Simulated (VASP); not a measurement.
Set up this calculation in VASP 6.6.1, as the native input.

| Item | Value |
| --- | --- |
| Task | single point |
| Functional | LDA |
| Potentials or basis | VASP PAW LDA potentials, release 64 (La, Bi_d) |
| Cutoff | 520 eV |
| k mesh | 6 × 6 × 6 |
| Occupations | methfessel-paxton, width 0.05 eV |
| Spin | no spin polarisation |
| Dipole correction | no |
| Further INCAR settings | ALGO = Normal; EDIFF = 1e-06; NBANDS = 20 |

The structure of LaBi lies in POSCAR:

```
LaBi
1.0
    0.0000000000      3.1455671362      3.1455671362
    3.1455671362      0.0000000000      3.1455671362
    3.1455671362      3.1455671362      0.0000000000
La Bi
1 1
Direct
    0.0000000000      0.0000000000      0.0000000000
    0.5000000000      0.5000000000      0.5000000000
```

One way to write it, as run:

INCAR

```
PREC = Accurate
ENCUT = 520
EDIFF = 1E-6
ISMEAR = 1
SIGMA = 0.05
LREAL = F
LASPH = T
NELM = 100
ALGO = Normal
ISIF = 2
LWAVE = F
LCHARG = T
GGA = CA
LELF = T
LVHAR = T
NBANDS = 20
```

KPOINTS

```
regular mesh
0
Gamma
  6 6 6
```

Potentials or basis: VASP PAW LDA potentials, release 64 (La, Bi_d).

Command:

```sh
$ cat potpaw_LDA.64/La/POTCAR potpaw_LDA.64/Bi_d/POTCAR > POTCAR
$ mpirun -np 1 vasp_std > vasp.out
```

Results of the run:

| Item | Value |
| --- | --- |
| Pressure | 6.8 GPa |
| Band gap on the k mesh | zero (band 13 reaches 8.36 eV, above the bottom of band 14 at 7.84 eV) |

Caveat: spin-orbit coupling is left out, which moves the levels of the heavy elements.

Wall time 37 s on 1 thread of AMD EPYC 7R13 Processor (Zen 3), on a shared host, peak memory 0.16 GiB.
